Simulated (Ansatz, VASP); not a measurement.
**MnSb: VASP beside Ansatz**

INCAR

```
SYSTEM = MnSb
PREC = Accurate
ENCUT = 520
EDIFF = 1E-6
ISMEAR = -1
SIGMA = 0.1
LREAL = .False.
LASPH = .True.
NELM = 150
ALGO = Normal
ISIF = 2
LWAVE = .False.
LCHARG = .False.
ISPIN = 2
MAGMOM = 4 4 0 0
LORBIT = 11
LMAXMIX = 4
GGA = PS
NBANDS = 30
```

Contents of KPOINTS:

```
regular mesh
0
Gamma
  9 9 6
  0 0 0
```

File POSCAR:

```
MnSb
1.0
    3.7195659396      0.0000000000      0.0000000000
   -1.8597829698      3.2212385948      0.0000000000
    0.0000000000      0.0000000000      5.1805038870
Mn Sb
2 2
Direct
    0.0000000000      0.0000000000      0.0000000000
    0.0000000000      0.0000000000      0.5000000000
    0.3333333333      0.6666666667      0.2500000000
    0.6666666667      0.3333333333      0.7500000000
```

Input for Ansatz:

```yaml
crystal:
  lattice:
    - [3.7195659396, 0.0, 0.0]
    - [-1.8597829698, 3.2212385948, 0.0]
    - [0.0, 0.0, 5.180503887]
  atoms:
    - { symbol: Mn, position: [0.0, 0.0, 0.0], spin: 4.0 }
    - { symbol: Mn, position: [0.0, 0.0, 0.5], spin: 4.0 }
    - { symbol: Sb, position: [0.3333333333, 0.6666666667, 0.25] }
    - { symbol: Sb, position: [0.6666666667, 0.3333333333, 0.75] }
magnetization:
  spin_polarized: true
kpoints:
  mp_grid: { grid: [9, 9, 6] }
scf:
  occupations: { method: fermi_dirac, width: 0.1 }
  lower_state_search: "off"
hamiltonian:
  xc: pbesol
  pseudopotentials: { kind: paw }
output:
  forces: true
  stress: true
  eigenvalues: true
  populations: true
```

Change from the starting cell: volume scaled by 0.72, PAW files.

Alike in both runs: task single point; functional PBEsol; k mesh 9 × 9 × 6; occupations fermi-dirac, width 0.1 eV; collinear spin.

|  | VASP | Ansatz |
| --- | --- | --- |
| version | VASP 6.6.1 | Ansatz 0.2.0 |
| potentials or method | VASP PAW PBE potentials, release 64 (Mn_pv, Sb) | PAW with Ansatz's default frozen-core files, scalar-relativistic |
| plane-wave cutoff (eV) | 520 | 420 |
| valence electrons in the cell | 36 | 60 |

Ansatz gave:

| Quantity | Value |
| --- | --- |
| pressure (GPa) | 23.1 |
| traceless stress, the component that is largest in VASP (GPa) | -1.91 |
| net moment per atom (μB) | 0.91 |
| size of the moment on the site where the two differ most (μB) | 1.81 |

Problem. What did VASP give for the same quantities?

Solution. Pressure (GPa): 23.1; traceless stress, the component that is largest in VASP (GPa): -1.79; net moment per atom (μB): 0.90; size of the moment on the site where the two differ most (μB): 1.84.

VASP's potentials were made for PBE, not for PBEsol. Site moments also hang on the region over which each program counts them. VASP's potentials hold 36 valence electrons a cell and Ansatz's 60, so a difference there can come from the potentials and not from the codes.

Neither program's run includes spin-orbit coupling.
